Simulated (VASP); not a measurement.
**HgTe: single point with r2SCAN**

The system is HgTe.

```
Hg Te
1.0
     4.54783    0.00000    0.00000
    -2.27392    3.93854    0.00000
     0.00000    0.00000    7.46886
Hg Te
2 2
Direct
  0.33333 0.66667 0.00050
  0.66667 0.33333 0.50050
  0.33333 0.66667 0.37450
  0.66667 0.33333 0.87450
```

```yaml
Program: VASP 6.6.1
Task: single point
Functional: r2SCAN
Potentials_or_basis: VASP PAW PBE potentials, release 64 (Hg, Te)
Cutoff: 520 eV
k_mesh: 6 × 6 × 4
Occupations: fermi-dirac, width 0.02 eV
Spin: no spin polarisation
Dipole_correction: no
Further_INCAR_settings: ALGO = Normal; EDIFF = 1e-06; NBANDS = 26
```

| Item | Value |
| --- | --- |
| Pressure | 2.9 GPa |
| Largest force | 0.012 eV/Å |
| Band gap on the k mesh | zero (filled and empty bands touch) |

Forces in eV/Å, atoms in the order of the input:
```
Hg   0.000  0.000  0.012
Hg   0.000  0.000  0.012
Te   0.000  0.000 -0.012
Te   0.000  0.000 -0.012
```

Levels at points of the mesh, in eV from the Fermi level:
```tsv
k point	band 15	band 16	band 17	band 18	band 19	band 20	band 21	band 22
(0.00, 0.00, 0.00)	-1.05	-0.36	-0.09	0.00	0.00	0.81	4.50	4.50
(0.50, 0.00, 0.00)	-3.35	-2.40	-1.73	-1.05	1.93	1.95	4.25	5.35
(0.00, 0.00, 0.50)	-0.57	-0.57	-0.57	-0.57	1.22	1.22	5.06	5.06
(0.50, 0.00, 0.50)	-1.87	-1.87	-1.78	-1.78	1.64	1.64	3.83	3.83
```

It took 100 s on 1 thread of Intel(R) Xeon(R) 6975P-C (Granite Rapids), with other jobs on the host, peak memory 0.32 GiB.

Caveat: semilocal functionals underestimate gaps, so a narrow gap can read as zero; the PAW data sets were made with another functional, which shifts forces and pressure a little; spin-orbit coupling is left out, which moves the levels of the heavy elements.
